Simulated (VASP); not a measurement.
A run of VASP 6.6.1 is set up as follows.

File INCAR:

```
ALGO = Normal
EDIFF = 1E-6
ENCUT = 520
GGA = PE
ISIF = 2
ISMEAR = -1
LASPH = True
LCHARG = True
LELF = True
LREAL = False
LVHAR = True
LWAVE = False
NBANDS = 20
NELM = 60
PREC = Accurate
SIGMA = 0.05
```

Contents of KPOINTS:

```
k-points
0
Gamma
  8 8 8
```

File POSCAR:

```
WAu
1.0
    0.0000000000      2.9284768529      2.9284768529
    2.9284768529      0.0000000000      2.9284768529
    2.9284768529      2.9284768529      0.0000000000
W Au
1 1
Direct
    0.0000000000      0.0000000000      0.0000000000
    0.7500000000      0.7500000000      0.7500000000
```

Potentials or basis: VASP PAW PBE potentials, release 64 (W_sv, Au).

Launch:

```bash
$ cat potpaw_PBE.64/W_sv/POTCAR potpaw_PBE.64/Au/POTCAR > POTCAR
$ mpirun -np 1 vasp_std > vasp.out
```

(1) Predict the pressure.

Answers

(1) -2.3 GPa.
